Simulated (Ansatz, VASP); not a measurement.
**AlN in VASP and in Ansatz**

```
CELL_PARAMETERS angstrom
0.00000 1.95052 1.95052
1.95052 0.00000 1.95052
1.95052 1.95052 0.00000
ATOMIC_POSITIONS crystal
Al 0.00000 0.00000 0.00000
N 0.50000 0.50000 0.50000
```

Alike in both runs: task single point; functional r2SCAN; k mesh 11 × 11 × 11; no spin polarisation.

```csv
,VASP,Ansatz
version,VASP 6.6.1,Ansatz 0.2.0
potentials or method,"VASP PAW PBE potentials, release 64 (Al, N), cutoff 660 eV",PAW plane waves
occupations,"fermi-dirac, width 0.1 eV",fermi-dirac
valence electrons in the cell,8,8
```

Ansatz gave:

* gap on the k mesh at the Fermi level (eV): 5.90

Task: Estimate VASP's values.

Result: gap on the k mesh at the Fermi level (eV): 5.86.

VASP's potentials were made for PBE, not for r2SCAN.
